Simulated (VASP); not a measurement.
# Pd: single point with revPBE

Pd:

```
CELL_PARAMETERS angstrom
3.02702 0.00000 0.00000
0.00000 3.02702 0.00000
0.00000 0.00000 3.02702
ATOMIC_POSITIONS crystal
Pd 0.00000 0.00000 0.00000
Pd 0.50000 0.50000 0.50000
```

This isn't the form of Pd at room conditions, which is fcc.

```yaml
Program: VASP 6.6.1
Task: single point
Functional: revPBE
Potentials_or_basis: VASP PAW PBE potentials, release 64 (Pd)
Cutoff: 520 eV
k_mesh: 11 × 11 × 11
Occupations: fermi-dirac, width 0.05 eV
Spin: collinear spin
Starting_moments: "[0.5, -0.5] μB"
Dipole_correction: no
Further_INCAR_settings: ALGO = Normal; EDIFF = 1e-07; NBANDS = 21
```

* Pressure: 26.9 GPa
* Band gap on the k mesh: zero (filled and empty bands overlap)
* Net moment: 0.00 μB per cell
* Valence electrons inside the program's atomic spheres: Pd 9.60

Levels at points of the mesh, in eV from the Fermi level:
Spin up:
```csv
k point,band 6,band 7,band 8,band 9,band 10,band 11,band 12,band 13,band 14,band 15
"(0.00, 0.00, 0.00)",-3.26,-1.08,-1.08,0.25,0.25,0.25,9.53,9.53,9.53,18.47
```
Spin down:
```csv
k point,band 8,band 9,band 10,band 11,band 12,band 13
"(0.00, 0.00, 0.00)",-1.08,0.25,0.25,0.25,9.53,9.53
```

Wall time 17 s on 1 thread of Intel(R) Xeon(R) 6975P-C (Granite Rapids), with other jobs on the host, peak memory 0.17 GiB.

Caveat: the cell stands under pressure; the PAW data sets were made with another functional, which shifts forces and pressure a little.
